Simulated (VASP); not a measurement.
Input of a VASP 6.6.1 run:

Contents of POSCAR:

```
B2H4CF6
1.0
    8.3929220000      0.0000000000      0.0000000000
    0.0000000000      8.3929220000      0.0000000000
    0.0000000000      0.0000000000      8.3929220000
C H B F
3 12 6 18
Direct
    0.4756388776      0.4320902780      0.6389788920
    0.5932498837      0.0913031242      0.3540721575
    0.3723256334      0.2667366622      0.0249376796
    0.5549437967      0.4802499058      0.7281730963
    0.3487104968      0.4967757356      0.6832542945
    0.4819775520      0.2865271475      0.6144344008
    0.4757937700      0.4847775304      0.5140641126
    0.6891282917      0.1543562540      0.2798191142
    0.4578024197      0.1633400144      0.3285149082
    0.6003511054      0.0773151472      0.4860404994
    0.5831461319     -0.0233649258      0.3106546206
    0.4976216865      0.2247489015      0.0642446099
    0.3274902352      0.1934129735     -0.0717985941
    0.3974658647      0.3793672811     -0.0161683857
    0.2865748067      0.2779842348      0.1317896199
    0.6884968072      0.8735336752      0.9680180514
    0.9903463895      0.4956914886      0.4310298606
    0.8245995852      0.9196797015      0.5845639933
    0.1120229641      0.9695669756      0.2520218822
    0.9783124399      0.3274187464      0.8234915087
    0.5664534950      0.5546816711      0.2060188335
    0.5642730863      0.7821352325      0.9924433946
    0.8428173168      0.8530283017      0.9603806636
    0.6429465209      1.0217061472      0.9460948166
    1.0933141044      0.5177577011      0.5484025706
    1.0341928592      0.4444816716      0.3002887433
    0.8435322049      0.4684423375      0.4485922781
    0.8372054453      1.0616445619      0.6558145066
    0.9203945896      0.8541959523      0.4720286927
    0.7185697663      0.8307118784      0.6518468776
    0.0886580383      0.8207511043      0.2210076538
    0.0330635743      1.0824835498      0.1855849488
    0.2403453767      1.0117572879      0.3509504795
    0.8568410382      0.4448152860      0.8404105269
    1.0915030546      0.3200553991      0.7288522400
    0.9751669323      0.1992273966      0.9086227657
    0.6533362278      0.4559198811      0.1184569569
    0.6511915636      0.6737581977      0.2593256556
    0.4132529767      0.5348316117      0.2072698877
```

File INCAR.step1:

```
ALGO = Normal
EDIFF = 1E-4
ENCUT = 520
GGA = PE
ISMEAR = -1
LASPH = T
LCHARG = F
LREAL = Auto
LWAVE = T
NBANDS = 109
NELM = 100
PREC = Accurate
SIGMA = 0.05
```

INCAR.step2

```
ALGO = Normal
EDIFF = 1E-6
ENCUT = 520
ISIF = 2
ISMEAR = -1
ISTART = 1
IVDW = 12
LASPH = T
LCHARG = F
LMIXTAU = T
LREAL = Auto
LWAVE = F
METAGGA = R2SCAN
NBANDS = 109
NELM = 100
PREC = Accurate
SIGMA = 0.05
VDW_A1 = 0.49484001
VDW_A2 = 5.73083694
VDW_S6 = 1.0
VDW_S8 = 0.78981345
```

File KPOINTS:

```
k-points
0
Gamma
  1 1 1
```

Potentials or basis: VASP PAW PBE potentials, release 64 (C, H, B, F).

Command:

```sh
$ cat potpaw_PBE.64/C/POTCAR potpaw_PBE.64/H/POTCAR potpaw_PBE.64/B/POTCAR potpaw_PBE.64/F/POTCAR > POTCAR
$ cp INCAR.step1 INCAR
$ mpirun -np 1 vasp_gam > vasp.out
$ cp INCAR.step2 INCAR
$ mpirun -np 1 vasp_gam > vasp.out
```

Problem. Estimate the band gap on the k mesh.

Solution. 6.44 eV.

Problem. What does it give for the pressure?

Solution. 0.5 GPa.

Problem. What does it give for the largest force?

Solution. 6.171 eV/Å.

Forces in eV/Å, atoms in the order of the input:
```
C   -3.443 -0.420 -1.245
C   -2.421  3.705 -0.292
C    0.615 -2.092  2.366
H    0.882 -0.222 -0.444
H    2.367 -2.437 -0.822
H   -0.555  3.393  1.222
H    0.854 -0.247  1.340
H   -0.932 -0.470  1.579
H    3.684 -1.904  0.638
H    0.453  0.751 -0.812
H   -0.531 -2.089 -1.073
H   -2.088  0.154 -0.390
H   -0.111 -0.177  0.151
H    0.003  2.192 -1.056
H    1.116 -0.399 -1.503
B   -0.475  1.881 -0.431
B    1.349 -0.538  2.956
B    1.010  0.515  0.315
B    3.100  0.779  1.789
B   -4.427  1.388  2.266
B    1.272 -0.663 -1.804
F    0.337 -1.665  0.021
F    0.119 -1.380  0.317
F    0.017  1.114 -0.195
F   -0.361  1.594 -0.581
F    3.141 -0.864 -5.242
F   -4.186  0.610  2.082
F    0.836 -0.297 -1.310
F   -0.778  1.235  0.923
F   -1.173 -1.403  0.118
F   -0.117 -1.073 -0.255
F   -0.884  0.778 -0.221
F   -2.185 -0.800 -1.261
F    2.749 -2.073 -0.626
F    2.933  1.042 -3.023
F   -1.297 -1.029  2.030
F    0.042 -0.560  0.121
F   -0.275  1.032  1.392
F   -0.641  0.638  0.959
```

Caveat: the k points lie up to 0.75 Å⁻¹ apart; the PAW data sets were made with another functional, which shifts forces and pressure a little.
